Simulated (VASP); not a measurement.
Here is a VASP 6.6.1 calculation.

The input INCAR:

```
SYSTEM = O
PREC     = Accurate       ! precision mode
ENCUT    = 520            ! plane-wave cutoff, eV
EDIFF    = 1E-6           ! SCF threshold, eV
ISMEAR   = -1             ! smearing method
SIGMA    = 0.02           ! smearing width, eV
LREAL    = .False.        ! projectors in reciprocal space
LASPH    = .True.         ! aspherical terms in the spheres
NELM     = 60             ! most SCF steps
ALGO     = Normal         ! electronic algorithm
ISIF     = 2              ! what is computed and relaxed
LWAVE    = .False.        ! write WAVECAR
LCHARG   = .False.        ! write CHGCAR
GGA      = PS             ! functional
NBANDS   = 13             ! bands
```

KPOINTS

```
Automatic mesh
0
Gamma
  10 10 10
  0 0 0
```

POSCAR

```
O
1.0
    1.4233490221      0.8217709410      3.3742170000
   -1.4233490221      0.8217709410      3.3742170000
    0.0000000000     -1.6435418821      3.3742170000
O
2
Direct
    0.0577000000      0.0577000000      0.0577000000
    0.9423000000      0.9423000000      0.9423000000
```

Potentials or basis: VASP PAW PBE potentials, release 64 (O).

Run with:

```sh
$ cat potpaw_PBE.64/O/POTCAR > POTCAR
$ mpirun -np 1 vasp_std > vasp.out
```

(1) Predict the largest force.

(2) What does it give for the band gap on the k mesh?

(3) What does it give for the pressure?

## Answers

(1) 5.204 eV/Å.

(2) zero (band 6 reaches 1.38 eV, above the bottom of band 7 at 0.06 eV).

(3) 9.4 GPa.

Caveat: the cell differs from its parent crystal (zz strain of -1 %); the standard files for N, O and F lose accuracy on very short bonds; spin is off for a triplet molecule; the PAW data sets were made with another functional, which shifts forces and pressure a little.
